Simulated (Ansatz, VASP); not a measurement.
**One calculation of Y3F2, two programs**

```
CELL_PARAMETERS angstrom
5.55083 0.00000 0.00000
0.00000 3.38018 0.00000
0.00000 0.00000 6.22931
ATOMIC_POSITIONS crystal
Y 0.50000 0.50000 0.25645
Y 0.50000 0.50000 0.74355
Y 0.00000 0.00000 0.00000
F 0.71247 0.00000 0.50000
F 0.28753 0.00000 0.50000
```

Alike in both runs: functional PBE; k mesh 4 × 4 × 3; occupations gaussian, width 0.2 eV; no spin polarisation.

Ansatz relaxed the structure, and its values are those at the end. VASP's run is a single point on that final structure, the one shown.

|  | VASP | Ansatz |
| --- | --- | --- |
| version | VASP 6.6.1 | Ansatz 0.2.0 |
| potentials or method | VASP PAW PBE potentials, release 64 (Y_sv, F), cutoff 520 eV | scalar-relativistic, plane waves, PAW |
| valence electrons in the cell | 47 | 47 |

```csv
,VASP,Ansatz,Ansatz less VASP
gap on the k mesh at the Fermi level (eV),none,none,-
pressure (GPa),0.0,0.1,+0.12
rms of the force components (eV/Å),0.017,0.010,-0.0074
```

A gap of «none» marks a metal or a gap that the smearing closes. With one functional, cell and mesh, what is left measures potentials, basis and numerics.

The k mesh is coarse, so the values compare programs but aren't converged.
